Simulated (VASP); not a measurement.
Ga, 1 atom in the cell. Symmetry: Fm-3m, No. 225, cubic system. The conventional cell has a = 4.138 Å, b = 4.138 Å, c = 4.138 Å, α = 90.00°, β = 90.00°, γ = 90.00°. Ga (site symmetry m-3m) has 12 Ga at 2.93 Å within 3.9 Å. 

| Property | Result |
| --- | --- |
| Program | VASP 6.6.1 |
| Task | single point |
| Functional | PBEsol |
| Potentials or basis | VASP PAW PBE potentials, release 64 (Ga_d) |
| Cutoff | 520 eV |
| k mesh | 14 × 14 × 14 |
| Occupations | fermi-dirac, width 0.136057 eV |
| Spin | no spin polarisation |
| Dipole correction | no |
| Further INCAR settings | ALGO = Normal; EDIFF = 1e-06; NBANDS = 12 |

Potentials or basis: VASP PAW PBE potentials, release 64 (Ga_d).

Run with:

```bash
$ cat potpaw_PBE.64/Ga_d/POTCAR > POTCAR
$ mpirun -np 1 vasp_std > vasp.out
```

Hardware: 1 thread of Intel Xeon 8259CL, with other jobs on the host.

Problem. Estimate the wall time of this run.

Solution. Wall time 28 s on 1 thread of Intel Xeon 8259CL, with other jobs on the host, peak memory 0.15 GiB. Counts: scf iterations 10, k points 104.
